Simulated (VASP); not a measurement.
# SnTe (F-43m) in VASP: notebook, part 2 of 2

VASP 6.6.1. The steps go on from the part before.

## (3) Single point, PBE0

This run uses another cell than the first one, of 47.09 Å³/atom.

Input file POSCAR:

```
SnTe
1.0
    0.0000000000      3.6111460000      3.6111460000
    3.6111460000      0.0000000000      3.6111460000
    3.6111460000      3.6111460000      0.0000000000
Te Sn
1 1
Direct
    0.2500000000      0.2500000000      0.2500000000
    0.0000000000      0.0000000000      0.0000000000
```

Input file INCAR.step1:

```
SYSTEM = SnTe
PREC     = Accurate       ! precision mode
ENCUT    = 520            ! plane-wave cutoff, eV
EDIFF    = 1E-5           ! SCF threshold, eV
ISMEAR   = -1             ! smearing method
SIGMA    = 0.05           ! smearing width, eV
LREAL    = .False.        ! projectors in reciprocal space
LASPH    = .True.         ! aspherical terms in the spheres
NELM     = 60             ! most SCF steps
ALGO     = Normal         ! electronic algorithm
ISIF     = 2              ! what is computed and relaxed
LWAVE    = .True.         ! write WAVECAR
LCHARG   = .False.        ! write CHGCAR
NBANDS   = 17             ! bands
GGA      = PE             ! functional
```

Input file INCAR.step2:

```
SYSTEM = SnTe
PREC     = Accurate       ! precision mode
ENCUT    = 520            ! plane-wave cutoff, eV
EDIFF    = 1E-7           ! SCF threshold, eV
ISMEAR   = -1             ! smearing method
SIGMA    = 0.05           ! smearing width, eV
LREAL    = .False.        ! projectors in reciprocal space
LASPH    = .True.         ! aspherical terms in the spheres
NELM     = 60             ! most SCF steps
ALGO     = Normal         ! electronic algorithm
ISIF     = 2              ! what is computed and relaxed
LWAVE    = .False.        ! write WAVECAR
LCHARG   = .False.        ! write CHGCAR
GGA      = PE             ! functional
LHFCALC  = .True.         ! exact exchange
AEXX     = 0.25           ! exact-exchange fraction
PRECFOCK = Normal       
NBANDS   = 17             ! bands
ISTART   = 1
```

Input file KPOINTS:

```
regular mesh
0
Gamma
  4 4 4
  0 0 0
```

Potentials or basis: VASP PAW PBE potentials, release 64 (Te, Sn_d).

Run with:

```
$ cat potpaw_PBE.64/Te/POTCAR potpaw_PBE.64/Sn_d/POTCAR > POTCAR
$ cp INCAR.step1 INCAR
$ mpirun -np 1 vasp_std > vasp.out
$ cp INCAR.step2 INCAR
$ mpirun -np 1 vasp_std > vasp.out
```

OUTCAR:

```text
SYSTEM = SnTe
   PREC = Accurate
   ENCUT = 520
   EDIFF = 1E-7
   ISMEAR = -1
   LREAL = .False.
   LASPH = .True.
   NELM = 60
   ISIF = 2
   GGA = PE
   LHFCALC = .True.
   AEXX = 0.25
   PRECFOCK = Normal
   ISTART = 1

 ion  position               nearest neighbor table
   1  0.250  0.250  0.250-   2 3.13   2 3.13   2 3.13   2 3.13
   2  0.000  0.000  0.000-   1 3.13   1 3.13   1 3.13   1 3.13

  LATTYP: Found a face centered cubic cell.
 ALAT       =     7.2222920000

  Lattice vectors:

 A1 = (   0.0000000000,   3.6111460000,   3.6111460000)
 A2 = (   3.6111460000,   0.0000000000,   3.6111460000)
 A3 = (   3.6111460000,   3.6111460000,   0.0000000000)

Analysis of symmetry for initial positions (statically):
=====================================================================
 Subroutine PRICEL returns:
 Original cell was already a primitive cell.

 Routine SETGRP: Setting up the symmetry group for a
 face centered cubic supercell.

 Subroutine GETGRP returns: Found 24 space group operations
 (whereof 24 operations were pure point group operations)
 out of a pool of 48 trial point group operations.

The static configuration has the point symmetry T_d .

Analysis of symmetry for dynamics (positions and initial velocities):
=====================================================================
 Subroutine PRICEL returns:
 Original cell was already a primitive cell.

 Routine SETGRP: Setting up the symmetry group for a
 face centered cubic supercell.

 Subroutine GETGRP returns: Found 24 space group operations
 (whereof 24 operations were pure point group operations)
 out of a pool of 48 trial point group operations.

The dynamic configuration has the point symmetry T_d .

 Subroutine INISYM returns: Found 24 space group operations
 (whereof 24 operations are pure point group operations),
 and found     1 'primitive' translations

[... 103 lines left out ...]
   LHFCALC =     T    Hartree Fock is set to
   PRECFOCK=normal    Normal, Fast or Accurate (Low or Medium for compatibility)
   ENCUT4O =  -1.0   cutoff for four orbital integrals eV
   NKREDX  =     1    reduce k-point grid by
   NKREDY  =     1    reduce k-point grid by
   NKREDZ  =     1    reduce k-point grid by
   AEXX    =    0.2500 exact exchange contribution
   HFSCREEN=    0.0000 screening length (either q_TF or 0.3 A-1)
   HFSCREENC=   0.0000 screening length for correlation (either q_TF or 0.3 A-1)
   ENCUTFOCK=  -1.0 apply spherical cutoff to Coloumb kernel
   IVDW    =     0    specifies the selected vdW correction
   LEPSILON=     F    determine dielectric tensor
   LRPA    =     F    only Hartree local field effects (RPA)
 non-spin polarized calculation
  energy-cutoff  :      520.00
  volume of cell :       94.18
 maximum number of plane-waves:      2637
 NGX is ok and might be reduce to    40
  NGX = 30; NGY = 30; NGZ = 30

 number of electron      19.9999999 magnetization

 Free energy of the ion-electron system (eV)
  ---------------------------------------------------
  ext. energy  EPLUGINS =         0.00000000
  ---------------------------------------------------
  free energy    TOTEN  =        -9.44215651 eV

  energy without entropy =       -9.44214915  energy(sigma->0) =       -9.44215283

 E-fermi :   3.2120     XC(G=0):  -5.9185

 val. band max:        2.7002640608   @ k =  -0.2500   0.5000   0.2500
 cond. band min:       3.6895449082   @ k =   0.5000   0.5000   0.0000
 fundamental gap:      0.9892808474
 Fermi energy:         3.2119716797

 k-point     1 :       0.0000    0.0000    0.0000
  band No.  band energies     occupation
      1     -21.5717      2.00000
      2     -21.5717      2.00000
      3     -21.5717      2.00000
      4     -21.5601      2.00000
      5     -21.5601      2.00000
      6     -10.1905      2.00000
[... 137 lines left out ...]
      4     -21.5607      2.00000
      5     -21.5598      2.00000
      6      -9.3047      2.00000
[... 9 lines left out ...]
     16      11.8827      0.00000
     17      11.8941      0.00000

------------------------ aborting loop because EDIFF is reached ----------------------------------------

  FORCE on cell =-STRESS in cart. coord.  units (eV):
  Direction    XX          YY          ZZ          XY          YZ          ZX
  --------------------------------------------------------------------------------------
  -------------------------------------------------------------------------------------
  Total       -0.4612071     -0.4612071     -0.4612071      0.0000000      0.0000000     -0.0000000
  in kB       -7.8458750     -7.8458750     -7.8458750      0.0000000      0.0000000     -0.0000000
  external PRESSURE =      -7.8458750 kB  Pullay stress =       0.0000000 kB

 VOLUME and BASIS-vectors are now :
 -----------------------------------------------------------------------------
  energy-cutoff  :      520.00
  volume of cell :       94.18
      direct lattice vectors                 reciprocal lattice vectors
     0.000000000  3.611146000  3.611146000    -0.138460201  0.138460201  0.138460201
     3.611146000  0.000000000  3.611146000     0.138460201 -0.138460201  0.138460201
     3.611146000  3.611146000  0.000000000     0.138460201  0.138460201 -0.138460201

 POSITION                                       TOTAL-FORCE (eV/Angst)
 -----------------------------------------------------------------------------------
      1.80557      1.80557      1.80557         0.000000      0.000000      0.000000
      0.00000      0.00000      0.00000        -0.000000     -0.000000     -0.000000
 -----------------------------------------------------------------------------------
    total drift:                                0.000001     -0.000000     -0.000000

  FREE ENERGIE OF THE ION-ELECTRON SYSTEM (eV)
  ---------------------------------------------------
  free  energy   TOTEN  =        -9.4421565059 eV

  energy  without entropy=       -9.4421491510  energy(sigma->0) =       -9.44215283
```

Wall time 19 min (1 thread of Intel Xeon Platinum 8488C (Sapphire Rapids), shared host); peak memory 0.26 GiB.

Results:

| Quantity | Value |
| --- | --- |
| Free energy | -9.4422 eV |
| Pressure | -0.8 GPa |
| Band gap on the k mesh | 0.99 eV (least direct gap 1.80 eV) |

Levels at points of the mesh, in eV from the valence-band top:
| k point | band 7 | band 8 | band 9 | band 10 | band 11 | band 12 | band 13 | band 14 |
| --- | --- | --- | --- | --- | --- | --- | --- | --- |
| (0.00, 0.00, 0.00) | -5.73 | -2.31 | -2.31 | -2.31 | 1.99 | 1.99 | 1.99 | 5.12 |
| (0.50, 0.00, 0.00) | -7.90 | -2.91 | -2.91 | -2.31 | 2.86 | 2.86 | 4.60 | 6.73 |
| (0.50, 0.50, 0.00) | -8.31 | -3.65 | -3.65 | -0.81 | 0.99 | 5.19 | 5.19 | 6.57 |

Caveat: the PAW data sets were made with another functional, which shifts forces and pressure a little; spin-orbit coupling is left out, which moves the levels of the heavy elements.

## (4) Single point, PBE0

This run uses another cell than the first one, of 48.03 Å³/atom.

Input file POSCAR:

```
SnTe
1.0
    0.0000000000      3.6350615711      3.6350615711
    3.6350615711      0.0000000000      3.6350615711
    3.6350615711      3.6350615711      0.0000000000
Te Sn
1 1
Direct
    0.2500000000      0.2500000000      0.2500000000
    0.0000000000      0.0000000000      0.0000000000
```

Input file INCAR.step1:

```
SYSTEM = SnTe
ALGO = Normal ; EDIFF = 1E-5
ENCUT = 520 ; GGA = PE
ISIF = 2 ; ISMEAR = -1
LASPH = .True. ; LCHARG = .False.
LREAL = .False. ; LWAVE = .True.
NBANDS = 17 ; NELM = 60
PREC = Accurate ; SIGMA = 0.05
```

Input file INCAR.step2:

```
SYSTEM = SnTe
AEXX = 0.25 ; ALGO = Normal
EDIFF = 1E-6 ; ENCUT = 520
GGA = PE ; ISIF = 2
ISMEAR = -1 ; ISTART = 1
LASPH = .True. ; LCHARG = .False.
LHFCALC = .True. ; LREAL = .False.
LWAVE = .False. ; NBANDS = 17
NELM = 60 ; PREC = Accurate
PRECFOCK = Normal ; SIGMA = 0.05
```

Input file KPOINTS:

```
k-points
0
Gamma
  4 4 4
  0 0 0
```

Run with:

```
$ cat potpaw_PBE.64/Te/POTCAR potpaw_PBE.64/Sn_d/POTCAR > POTCAR
$ cp INCAR.step1 INCAR
$ mpirun -np 1 vasp_std > vasp.out
$ cp INCAR.step2 INCAR
$ mpirun -np 1 vasp_std > vasp.out
```

Wall time 14 min (1 thread of Intel Xeon Platinum 8488C (Sapphire Rapids), shared host); peak memory 0.27 GiB.

Results (log left out):

```
Free energy            : -9.4305 eV
Pressure               : -1.2 GPa
Band gap on the k mesh : 1.05 eV (least direct gap 1.82 eV)
```

Levels at points of the mesh, in eV from the valence-band top:
```tsv
k point	band 6	band 7	band 8	band 9	band 10	band 11	band 12	band 13	band 14	band 15
(0.00, 0.00, 0.00)	-12.75	-5.76	-2.23	-2.23	-2.23	2.03	2.03	2.03	5.15	7.70
(0.50, 0.00, 0.00)	-12.15	-7.82	-2.82	-2.82	-2.25	2.89	2.89	4.55	6.77	7.54
(0.50, 0.50, 0.00)	-11.91	-8.22	-3.53	-3.53	-0.77	1.05	5.14	5.14	6.57	7.55
```

Caveat: the PAW data sets were made with another functional, which shifts forces and pressure a little; spin-orbit coupling is left out, which moves the levels of the heavy elements.

## (5) Single point, PBE0

This run uses another cell than the first one, of 48.97 Å³/atom.

Input file POSCAR:

```
SnTe
1.0
    0.0000000000      3.6586665285      3.6586665285
    3.6586665285      0.0000000000      3.6586665285
    3.6586665285      3.6586665285      0.0000000000
Te Sn
1 1
Direct
    0.2500000000      0.2500000000      0.2500000000
    0.0000000000      0.0000000000      0.0000000000
```

Input file INCAR.step1:

```
SYSTEM = SnTe
PREC = Accurate
ENCUT = 520
EDIFF = 1E-5
ISMEAR = -1
SIGMA = 0.05
LREAL = .FALSE.
LASPH = .TRUE.
NELM = 100
ALGO = Normal
ISIF = 2
LWAVE = .TRUE.
LCHARG = .FALSE.
GGA = PE
NBANDS = 17
```

Input file INCAR.step2:

```
SYSTEM = SnTe
PREC = Accurate
ENCUT = 520
EDIFF = 1E-6
ISMEAR = -1
SIGMA = 0.05
LREAL = .FALSE.
LASPH = .TRUE.
NELM = 100
ALGO = Normal
ISIF = 2
LWAVE = .FALSE.
LCHARG = .FALSE.
GGA = PE
LHFCALC = .TRUE.
AEXX = 0.25
PRECFOCK = Normal
ISTART = 1
NBANDS = 17
```

Input file KPOINTS:

```
Automatic mesh
0
G
  4 4 4
  0 0 0
```

Run with:

```
$ cat potpaw_PBE.64/Te/POTCAR potpaw_PBE.64/Sn_d/POTCAR > POTCAR
$ cp INCAR.step1 INCAR
$ mpirun -np 1 vasp_std > vasp.out
$ cp INCAR.step2 INCAR
$ mpirun -np 1 vasp_std > vasp.out
```

It took 13 min on 1 thread of Intel Xeon Platinum 8488C (Sapphire Rapids), shared host; peak memory 0.27 GiB.

The run converged. Its results:

- Free energy: -9.4137 eV
- Pressure: -1.6 GPa
- Band gap on the k mesh: 1.12 eV (least direct gap 1.84 eV)

Levels at points of the mesh, in eV from the valence-band top:
| k point | band 7 | band 8 | band 9 | band 10 | band 11 | band 12 | band 13 | band 14 |
| --- | --- | --- | --- | --- | --- | --- | --- | --- |
| (0.00, 0.00, 0.00) | -5.79 | -2.16 | -2.16 | -2.16 | 2.08 | 2.08 | 2.08 | 5.18 |
| (0.50, 0.00, 0.00) | -7.74 | -2.73 | -2.73 | -2.20 | 2.92 | 2.92 | 4.49 | 6.80 |
| (0.50, 0.50, 0.00) | -8.13 | -3.42 | -3.42 | -0.73 | 1.12 | 5.09 | 5.09 | 6.57 |

Caveat: the PAW data sets were made with another functional, which shifts forces and pressure a little; spin-orbit coupling is left out, which moves the levels of the heavy elements.

## (6) Overview

| level | cell | k mesh | grid for exact exchange (PRECFOCK) | share of exact exchange | gap on the mesh (eV) | pressure (GPa) |
| --- | --- | --- | --- | --- | --- | --- |
| r2SCAN | a = 5.073 Å, angles 60.0°, 2 atoms | 7 × 7 × 7 | - | - | 0.35 | -0.1 |
| PBE0 | a = 5.107 Å, angles 60.0°, 2 atoms | 4 × 4 × 4 | Normal | 0.25 | 0.99 | -0.8 |
| PBE0 | a = 5.141 Å, angles 60.0°, 2 atoms | 4 × 4 × 4 | Normal | 0.25 | 1.05 | -1.2 |
| PBE0 | a = 5.174 Å, angles 60.0°, 2 atoms | 4 × 4 × 4 | Normal | 0.25 | 1.12 | -1.6 |

Alike in all rows: task single point; potentials or basis VASP PAW PBE potentials, release 64 (Te, Sn_d); no spin polarisation; cutoff (eV) 520; smearing fermi-dirac 0.05 eV.

Caveats: the PAW data sets were made with another functional, which shifts forces and pressure a little; spin-orbit coupling is left out, which moves the levels of the heavy elements; an odd mesh through Γ misses points on the zone boundary, where band edges can lie (at least some runs).

Absolute energies hang on the potentials; compare differences alone.
